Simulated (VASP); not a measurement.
# Cr (Im-3m) in VASP: notebook

Runs on Cr. Level: r2SCAN. Tasks: single point.

Program: VASP 6.6.1. These are calculated values, not measurements. Logs are shortened: lines on timing, memory, paths and dates and some standing lists are left out, and cuts for length are marked.

## (1) The cell of the first run

Symmetry: Im-3m, No. 229, cubic system. The conventional cell has a = 2.830 Å, b = 2.830 Å, c = 2.830 Å, α = 90.00°, β = 90.00°, γ = 90.00°. Cr (site symmetry m-3m) has 14 Cr at 2.45 to 2.83 Å within 3.2 Å.

## (2) Single point, r2SCAN

POSCAR reads:

```
Cr
1.0
   -1.4149597590      1.4149597590      1.4149597590
    1.4149597590     -1.4149597590      1.4149597590
    1.4149597590      1.4149597590     -1.4149597590
Cr
1
Direct
    0.0000000000      0.0000000000      0.0000000000
```

INCAR.step1 reads:

```
SYSTEM = Cr
ALGO = Normal
EDIFF = 1E-4
ENCUT = 520
GGA = PE
ISMEAR = 0
LASPH = .TRUE.
LCHARG = .FALSE.
LREAL = .FALSE.
LWAVE = .TRUE.
NBANDS = 12
NELM = 80
PREC = Accurate
SIGMA = 1.0
```

INCAR.step2 reads:

```
SYSTEM = Cr
ALGO = Normal
EDIFF = 1E-7
ENCUT = 520
ISIF = 2
ISMEAR = 0
ISTART = 1
LASPH = .TRUE.
LCHARG = .TRUE.
LELF = .TRUE.
LMIXTAU = .TRUE.
LREAL = .FALSE.
LVHAR = .TRUE.
LWAVE = .FALSE.
METAGGA = R2SCAN
NBANDS = 12
NELM = 80
PREC = Accurate
SIGMA = 1.0
```

KPOINTS reads:

```
k-points
0
G
  15 15 15
  0 0 0
```

Potentials or basis: VASP PAW PBE potentials, release 64 (Cr_pv).

Started as:

```
cat potpaw_PBE.64/Cr_pv/POTCAR > POTCAR
cp INCAR.step1 INCAR
mpirun -np 1 vasp_std > vasp.out
cp INCAR.step2 INCAR
mpirun -np 1 vasp_std > vasp.out
```

OUTCAR:

```text
SYSTEM = Cr
   EDIFF = 1E-7
   ENCUT = 520
   ISIF = 2
   ISMEAR = 0
   ISTART = 1
   LASPH = .TRUE.
   LREAL = .FALSE.
   METAGGA = R2SCAN
   NELM = 80
   PREC = Accurate

 ion  position               nearest neighbor table
   1  0.000  0.000  0.000-

  LATTYP: Found a body centered cubic cell.
 ALAT       =     2.8299195180

  Lattice vectors:

 A1 = (  -1.4149597590,   1.4149597590,   1.4149597590)
 A2 = (   1.4149597590,  -1.4149597590,   1.4149597590)
 A3 = (   1.4149597590,   1.4149597590,  -1.4149597590)

Analysis of symmetry for initial positions (statically):
=====================================================================
 Subroutine PRICEL returns:
 Original cell was already a primitive cell.

 Routine SETGRP: Setting up the symmetry group for a
 body centered cubic supercell.

 Subroutine GETGRP returns: Found 48 space group operations
 (whereof 48 operations were pure point group operations)
 out of a pool of 48 trial point group operations.

The static configuration has the point symmetry O_h .

Analysis of symmetry for dynamics (positions and initial velocities):
=====================================================================
 Subroutine PRICEL returns:
 Original cell was already a primitive cell.

 Routine SETGRP: Setting up the symmetry group for a
 body centered cubic supercell.

 Subroutine GETGRP returns: Found 48 space group operations
 (whereof 48 operations were pure point group operations)
 out of a pool of 48 trial point group operations.

The dynamic configuration has the point symmetry O_h .

 Subroutine INISYM returns: Found 48 space group operations
 (whereof 48 operations are pure point group operations),
 and found     1 'primitive' translations

----------------------------------------------------------------------------------------

                                     Primitive cell

  volume of cell :      11.3316

  direct lattice vectors                    reciprocal lattice vectors
    -1.414959759  1.414959759  1.414959759     0.000000000  0.353366940  0.353366940
     1.414959759 -1.414959759  1.414959759     0.353366940  0.000000000  0.353366940
     1.414959759  1.414959759 -1.414959759     0.353366940  0.353366940  0.000000000

  length of vectors
     2.450782193  2.450782193  2.450782193     0.499736319  0.499736319  0.499736319

  position of ions in fractional coordinates (direct lattice)
     0.000000000  0.000000000  0.000000000

  ion indices of the primitive-cell ions
   primitive index   ion index
                 1           1

----------------------------------------------------------------------------------------

 KPOINTS: k-points

Automatic generation of k-mesh.
 Grid dimensions read from file:
 generate k-points for:   15   15   15

 Generating k-lattice:

  Cartesian coordinates                     Fractional coordinates (reciprocal lattice)
     0.000000000  0.023557796  0.023557796     0.066666667  0.000000000  0.000000000
     0.023557796  0.000000000  0.023557796     0.000000000  0.066666667  0.000000000
     0.023557796  0.023557796  0.000000000     0.000000000  0.000000000  0.066666667

  Length of vectors
     0.033315755  0.033315755  0.033315755

  Shift w.r.t. Gamma in fractional coordinates (k-lattice)
     0.000000000  0.000000000  0.000000000

 Subroutine IBZKPT returns following result:
 ===========================================

 Found    120 irreducible k-points:

 Following reciprocal coordinates:
            Coordinates               Weight
  0.000000  0.000000  0.000000      1.000000
  0.066667  0.000000  0.000000     12.000000
  0.133333  0.000000  0.000000     12.000000
  0.200000  0.000000  0.000000     12.000000
  0.266667  0.000000  0.000000     12.000000
  0.333333  0.000000  0.000000     12.000000
[... 16 lines left out ...]
  0.333333  0.200000 -0.000000     48.000000
  0.400000  0.200000  0.000000     24.000000
 [... further k-points ...]
   k-points           NKPTS =    120   k-points in BZ     NKDIM =    120   number of bands    NBANDS=     12
   number of dos      NEDOS =    301   number of ions     NIONS =      1
   total plane-waves  NPLWV =   5832
   dimension x,y,z NGX =    18 NGY =   18 NGZ =   18
   dimension x,y,z NGXF=    36 NGYF=   36 NGZF=   36
   ions per type =               1
   NGX,Y,Z   is equivalent  to a cutoff of  12.21, 12.21, 12.21 a.u.
   NGXF,Y,Z  is equivalent  to a cutoff of  24.42, 24.42, 24.42 a.u.
 SYSTEM =  Cr
   PREC   = accura    normal or accurate (medium, high low for compatibility)
   ISTART =      1    job   : 0-new  1-cont  2-samecut
   ICHARG =      0    charge: 1-file 2-atom 10-const
   ISPIN  =      1    spin polarized calculation?
   LNONCOLLINEAR =      F non collinear calculations
   LSORBIT =      F    spin-orbit coupling
   LASPH  =      T    aspherical Exc in radial PAW
   ENCUT  =  520.0 eV  38.22 Ry    6.18 a.u.   4.56  4.56  4.56*2*pi/ulx,y,z
   NELM   =     80;   NELMIN=  2; NELMDL=  0     # of ELM steps
   EDIFF  = 0.1E-06   stopping-criterion for ELM
   LREAL  =      F    real-space projection
   EDIFFG = 0.1E-05   stopping-criterion for IOM
   NSW    =      0    number of steps for IOM
   IBRION =     -1    ionic relax: 0-MD 1-quasi-New 2-CG
   NFREE  =      0    steps in history (QN), initial steepest desc. (CG)
   ISIF   =      2    stress and relaxation
   ISYM   =      2    0-nonsym 1-usesym 2-fastsym
   POTIM  = 0.5000    time-step for ionic-motion
   TEBEG  =    0.0;   TEEND  =   0.0 temperature during run
   PSTRESS=    0.0 pullay stress
   NELECT =      12.0000    total number of electrons
   NUPDOWN=      -1.0000    fix difference up-down
   EMIN   =  10.00;   EMAX   =-10.00  energy-range for DOS
   EFERMI =   0.00;   METHOD = LEGACY
   ISMEAR =     0;   SIGMA  =   1.00  broadening in eV -4-tet -1-fermi 0-gaus
   EFERMI_NEDOS =   21; number of points for ismear=-14 and -15
   IALGO  =     38    algorithm
   IMIX   =      4    mixing-type and parameters
     AMIX     =   0.40;   BMIX     =  1.00
     AMIX_MAG =   1.60;   BMIX_MAG =  1.00
  volume/ion in A,a.u.               =      11.33        76.47
  Fermi-wavevector in a.u.,A,eV,Ry     =   1.668673  3.153334 37.884995  2.784469
  Thomas-Fermi vector in A             =   2.754479
   LORBIT       =      0    0 simple, 1 ext, 2 COOP (PROOUT), +10 PAW based schemes
   METAGGA = R2SCAN    functional components
   LHFCALC =     F    Hartree Fock is set to
   AEXX    =    0.0000 exact exchange contribution
   IVDW    =     0    specifies the selected vdW correction
   LEPSILON=     F    determine dielectric tensor
   LRPA    =     F    only Hartree local field effects (RPA)
 non-spin polarized calculation
 Gauss-broadening in eV      SIGMA  =   1.00
  energy-cutoff  :      520.00
  volume of cell :       11.33
 maximum number of plane-waves:       321
   NGX =  9   NGY =  9   NGZ =  9

 number of electron      12.0000006 magnetization

 Free energy of the ion-electron system (eV)
  ---------------------------------------------------
  ext. energy  EPLUGINS =         0.00000000
  ---------------------------------------------------
  free energy    TOTEN  =       -14.99643487 eV

  energy without entropy =      -14.53506128  energy(sigma->0) =      -14.76574808

 E-fermi :  11.1277     XC(G=0): -15.0973

 val. band max:       11.1148882675   @ k =  -0.4667  -0.4667   0.2667
 cond. band min:      11.1307885088   @ k =  -0.2667   0.3333   0.2000
 fundamental gap:      0.0159002414
 Fermi energy:        11.1277411798

 k-point     1 :       0.0000    0.0000    0.0000
  band No.  band energies     occupation
      1     -33.0197      2.00000
      2     -33.0197      2.00000
      3     -33.0197      2.00000
      4       2.7141      2.00000
      5      10.2848      1.76680
      6      10.2849      1.76675
      7      10.2849      1.76675
      8      12.6904      0.02711
      9      12.6904      0.02711
     10      14.5149      0.00000
     11      34.4366      0.00000
     12      34.4367      0.00000

 k-point     2 :       0.0667    0.0000    0.0000
  band No.  band energies     occupation
      1     -33.0661      2.00000
      2     -33.0337      2.00000
      3     -33.0200      2.00000
      4       2.9217      2.00000
      5      10.2025      1.80931
      6      10.2691      1.77535
      7      10.4253      1.67951
      8      12.5970      0.03772
      9      12.6955      0.02661
     10      14.5144      0.00000
     11      33.9690      0.00000
     12      34.3801      0.00000

 k-point     3 :       0.1333    0.0000    0.0000
  band No.  band energies     occupation
      1     -33.1961      2.00000
      2     -33.0731      2.00000
      3     -33.0209      2.00000
      4       3.5187      2.00000
      5       9.9752      1.89688
      6      10.1936      1.81352
      7      10.8333      1.32285
      8      12.3997      0.07204
      9      12.7149      0.02479
     10      14.5132      0.00000
     11      32.6579      0.00000
     12      34.0121      0.00000
[... 286 lines left out ...]
 k-point    23 :       0.3333    0.2000   -0.0000
  band No.  band energies     occupation
      1     -33.8977      2.00000
      2     -33.4558      2.00000
      3     -33.1190      2.00000
      4       7.4350      2.00000
      5       8.7176      1.99935
      6       9.8248      1.93462
      7      12.4882      0.05436
      8      13.1959      0.00345
      9      14.4464      0.00000
     10      16.5227      0.00000
     11      22.7300      0.00000
     12      26.1110      0.00000

 k-point    24 :       0.4000    0.2000    0.0000
  band No.  band energies     occupation
      1     -33.9141      2.00000
      2     -33.4835      2.00000
      3     -33.1210      2.00000
      4       7.4215      2.00000
      5       8.7030      1.99939
      6       9.9914      1.89195
      7      12.5581      0.04309
      8      13.2356      0.00287
      9      14.4418      0.00000
     10      17.2274      0.00000
     11      21.6939      0.00000
     12      25.8864      0.00000

 [... further k-points ...]
[... 5 lines left out ...]
  --------------------------------------------------------------------------------------
  -------------------------------------------------------------------------------------
  Total        0.2922508      0.2922508      0.2922508      0.0000000     -0.0000000      0.0000000
  in kB       41.3213000     41.3213000     41.3213000      0.0000000     -0.0000000      0.0000000
  external PRESSURE =      41.3213000 kB  Pullay stress =       0.0000000 kB

 VOLUME and BASIS-vectors are now :
 -----------------------------------------------------------------------------
  energy-cutoff  :      520.00
  volume of cell :       11.33
      direct lattice vectors                 reciprocal lattice vectors
    -1.414959759  1.414959759  1.414959759     0.000000000  0.353366940  0.353366940
     1.414959759 -1.414959759  1.414959759     0.353366940  0.000000000  0.353366940
     1.414959759  1.414959759 -1.414959759     0.353366940  0.353366940  0.000000000

 POSITION                                       TOTAL-FORCE (eV/Angst)
 -----------------------------------------------------------------------------------
      0.00000      0.00000      0.00000        -0.000000      0.000000      0.000000
 -----------------------------------------------------------------------------------
    total drift:                                0.000000     -0.000000      0.000000

  FREE ENERGIE OF THE ION-ELECTRON SYSTEM (eV)
  ---------------------------------------------------
  free  energy   TOTEN  =       -14.9964348737 eV

  energy  without entropy=      -14.5350612780  energy(sigma->0) =      -14.76574808
```

Wall time 40 s (1 thread of Intel Xeon 6975P-C, shared host); peak memory 0.13 GiB.

Results:

| Property | Result |
| --- | --- |
| Free energy | -14.9964 eV |
| Pressure | 4.1 GPa |
| Band gap on the k mesh | zero (band 6 reaches 13.71 eV, above the bottom of band 7 at 10.28 eV) |

Caveat: the PAW data sets were made with another functional, which shifts forces and pressure a little; the run has no spin polarisation, though such a crystal can be magnetic.

(Continued in part 2 of 2.)
